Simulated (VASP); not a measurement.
Write the native input for VASP 6.6.1 that does the following.

```
Task                   : relaxation of cell and atoms
Functional             : LDA
Potentials or basis    : VASP PAW LDA potentials, release 64 (Zn)
Cutoff                 : 600 eV
k mesh                 : 15 × 15 × 8
Occupations            : gaussian, width 0.1 eV
Spin                   : no spin polarisation
Dipole correction      : no
Further INCAR settings : ALGO = Normal; EDIFF = 1e-06; IBRION = 2; EDIFFG = -0.002; NSW = 100; ISIF = 3
```

The structure of Zn lies in POSCAR:

```
Zn
1.0
    2.6143598000      0.0000000000      0.0000000000
   -1.3071799000      2.2641020000      0.0000000000
    0.0000000000      0.0000000000      4.8731610200
Zn
2
Direct
    0.3333333300      0.6666666700      0.2500000000
    0.6666666700      0.3333333300      0.7500000000
```

The input as run:

INCAR

```
SYSTEM = Zn
ALGO     = Normal         ! electronic algorithm
EDIFF    = 1E-6           ! SCF threshold, eV
EDIFFG   = -0.002         ! ionic threshold
ENCUT    = 600            ! plane-wave cutoff, eV
IBRION   = 2              ! ionic algorithm
ISIF     = 3              ! what is computed and relaxed
ISMEAR   = 0              ! smearing method
LASPH    = .TRUE.         ! aspherical terms in the spheres
LCHARG   = .FALSE.        ! write CHGCAR
LREAL    = .FALSE.        ! projectors in reciprocal space
LWAVE    = .FALSE.        ! write WAVECAR
NELM     = 100            ! most SCF steps
NSW      = 100            ! ionic steps
PREC     = Accurate       ! precision mode
SIGMA    = 0.1            ! smearing width, eV
```

KPOINTS

```
k-points
0
G
  15 15 8
  0 0 0
```

Potentials or basis: VASP PAW LDA potentials, release 64 (Zn).

Launch:

```sh
$ cat potpaw_LDA.64/Zn/POTCAR > POTCAR
$ mpirun -np 1 vasp_std > vasp.out
```

It gave:

```
Relaxed volume                         : 13.76 Å³/atom
Relaxed cell                           : a = 2.555 Å, b = 2.555 Å, c = 4.870 Å, α = 90.00°, β = 90.00°, γ = 120.00°
Space group after relaxing (to 0.05 Å) : P6_3/mmc (No. 194)
Energy gained by relaxing              : 14.2 meV/atom
Ionic steps                            : 19
Pressure after relaxing                : 0.0 GPa
Band gap on the k mesh                 : zero (band 12 reaches 5.35 eV, above the bottom of band 13 at 0.31 eV)
```

Run time: 2.7 min on 1 thread of Intel(R) Xeon(R) 6975P-C (Granite Rapids), with other jobs on the host, peak memory 0.19 GiB.
